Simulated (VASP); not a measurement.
# GaS2: single point with PBE

The system is GaS2.

```
Ga S
1.0
     1.60750    0.92809    6.22398
    -1.60750    0.92809    6.22398
     0.00000   -1.85618    6.22398
Ga S
1 2
Direct
  0.00000 0.00000 0.00000
  0.74840 0.74840 0.74840
  0.58490 0.58490 0.58490
```

| Item | Value |
| --- | --- |
| Program | VASP 6.6.1 |
| Task | single point |
| Functional | PBE |
| Potentials or basis | VASP PAW PBE potentials, release 64 (Ga_d, S) |
| Cutoff | 520 eV |
| k mesh | 6 × 6 × 6 |
| Occupations | gaussian, width 0.1 eV |
| Spin | no spin polarisation |
| Dipole correction | no |
| Further INCAR settings | ALGO = Normal; EDIFF = 1e-06; NBANDS = 20 |

```json
{
  "Pressure": "8.8 GPa",
  "Largest force": "0.598 eV/Å"
}
```

Forces in eV/Å, atoms in the order of the input:
```
Ga   0.000  0.000 -0.004
S    0.000  0.000  0.598
S    0.000  0.000 -0.594
```

Stress tensor (GPa, compression positive):
```
10.12  0.00  0.00
 0.00 10.12  0.00
 0.00  0.00  6.29
```

Levels at points of the mesh, in eV from the Fermi level:
```tsv
k point	band 9	band 10	band 11	band 12	band 13	band 14	band 15	band 16	band 17	band 18
(0.00, 0.00, 0.00)	-0.92	0.22	0.22	0.90	0.90	3.24	7.23	7.23	7.28	7.61
(0.50, 0.00, 0.00)	-4.77	-3.88	-1.65	-0.29	-0.14	1.59	3.81	5.85	7.88	8.11
(0.50, 0.50, 0.00)	-4.90	-3.52	-1.76	-0.66	-0.08	2.01	4.00	5.69	7.28	7.50
(0.50, 0.50, 0.50)	-2.87	0.15	0.15	0.99	0.99	4.28	7.18	7.18	7.49	8.59
```

Wall time 37 s on 1 thread of Intel(R) Xeon(R) 6975P-C (Granite Rapids) (shared host), peak memory 0.32 GiB.

Caveat: the k points lie up to 0.38 Å⁻¹ apart.
